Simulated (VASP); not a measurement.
A run of VASP 6.6.1 is set up as follows.

POSCAR

```
Ir
1.0
    0.0000000000      1.8764951499      1.8764951499
    1.8764951499      0.0000000000      1.8764951499
    1.8764951499      1.8764951499      0.0000000000
Ir
1
Direct
    0.0000000000      0.0000000000      0.0000000000
```

The input INCAR.step1:

```
PREC     = Accurate       # precision mode
ENCUT    = 520            # plane-wave cutoff, eV
EDIFF    = 1E-5           # SCF threshold, eV
ISMEAR   = -1             # smearing method
SIGMA    = 0.05           # smearing width, eV
LREAL    = F              # projectors in reciprocal space
LASPH    = T              # aspherical terms in the spheres
NELM     = 80             # most SCF steps
ALGO     = Normal         # electronic algorithm
ISIF     = 2              # what is computed and relaxed
LWAVE    = T              # write WAVECAR
NBANDS   = 10             # bands
GGA      = PE             # functional
```

INCAR.step2

```
PREC     = Accurate       # precision mode
ENCUT    = 520            # plane-wave cutoff, eV
EDIFF    = 1E-6           # SCF threshold, eV
ISMEAR   = -1             # smearing method
SIGMA    = 0.05           # smearing width, eV
LREAL    = F              # projectors in reciprocal space
LASPH    = T              # aspherical terms in the spheres
NELM     = 80             # most SCF steps
ALGO     = Normal         # electronic algorithm
ISIF     = 2              # what is computed and relaxed
LWAVE    = F              # write WAVECAR
LCHARG   = T              # write CHGCAR
GGA      = PE             # functional
LHFCALC  = T              # exact exchange
AEXX     = 0.25           # exact-exchange fraction
PRECFOCK = Normal       
LELF     = T              # ELF
LVHAR    = T            
NBANDS   = 10             # bands
ISTART   = 1
```

KPOINTS

```
Automatic mesh
0
Gamma
  6 6 6
```

Potentials or basis: VASP PAW PBE potentials, release 64 (Ir).

Run with:

```sh
$ cat potpaw_PBE.64/Ir/POTCAR > POTCAR
$ cp INCAR.step1 INCAR
$ mpirun -np 1 vasp_std > vasp.out
$ cp INCAR.step2 INCAR
$ mpirun -np 1 vasp_std > vasp.out
```

Predict the band gap on the k mesh.

zero (an odd number of electrons rules out a gap without spin polarisation).

Estimate the pressure.

29.8 GPa.

Caveat: the k points lie up to 0.48 Å⁻¹ apart, too coarse for converged energies and pressures of a metal; the PAW data sets were made with another functional, which shifts forces and pressure a little; spin-orbit coupling is left out, which moves the levels of the heavy elements.
